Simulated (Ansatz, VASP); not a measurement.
**One calculation of Bi, two programs**

The input INCAR:

```
  PREC = Accurate
  ENCUT = 520
  EDIFF = 1E-7
  ISMEAR = -1
  SIGMA = 0.1
  LREAL = False
  LASPH = True
  NELM = 60
  ALGO = Normal
  ISIF = 2
  LWAVE = False
  LCHARG = True
  GGA = PS
  LELF = True
  LVHAR = True
  NBANDS = 14
```

Contents of KPOINTS:

```
Automatic mesh
0
Gamma
  12 12 12
```

Contents of POSCAR:

```
Bi
1.0
    0.0000000000      2.5369920464      2.5369920464
    2.5369920464      0.0000000000      2.5369920464
    2.5369920464      2.5369920464      0.0000000000
Bi
1
Direct
    0.0000000000      0.0000000000      0.0000000000
```

Input for Ansatz:

```yaml
crystal:
  lattice:
    - [0.0, 2.5369920464, 2.5369920464]
    - [2.5369920464, 0.0, 2.5369920464]
    - [2.5369920464, 2.5369920464, 0.0]
  atoms:
    - { symbol: Bi, position: [0.0, 0.0, 0.0] }
hamiltonian:
  xc: pbesol
  pseudopotentials:
    kind: paw
    azcp:
      Bi: "pseudopotentials/Bi.paw.azcp"
basis:
  ecutwfc: 420
  fft_grid_basis: typed
kpoints:
  mp_grid: { grid: [12, 12, 12], shift: [0, 0, 0] }
magnetization:
  spin_polarized: false
scf:
  occupations: { method: fermi_dirac, width: 0.1 }
  lower_state_search: "off"
output:
  stress: true
```

Alike in both runs: task single point; functional PBEsol; k mesh 12 × 12 × 12; occupations fermi-dirac, width 0.1 eV; no spin polarisation.

```csv
,VASP,Ansatz
version,VASP 6.6.1,Ansatz 0.2.0
potentials or method,"VASP PAW PBE potentials, release 64 (Bi_d), cutoff 520 eV","plane waves (420 eV) with PAW, scalar-relativistic"
valence electrons in the cell,15,15
```

|  | VASP | Ansatz | Ansatz less VASP |
| --- | --- | --- | --- |
| pressure (GPa) | -4.1 | -4.0 | +0.07 |

VASP's potentials were made for PBE, not for PBEsol, and Ansatz warns of the same on its side.

Neither program's run includes spin-orbit coupling.
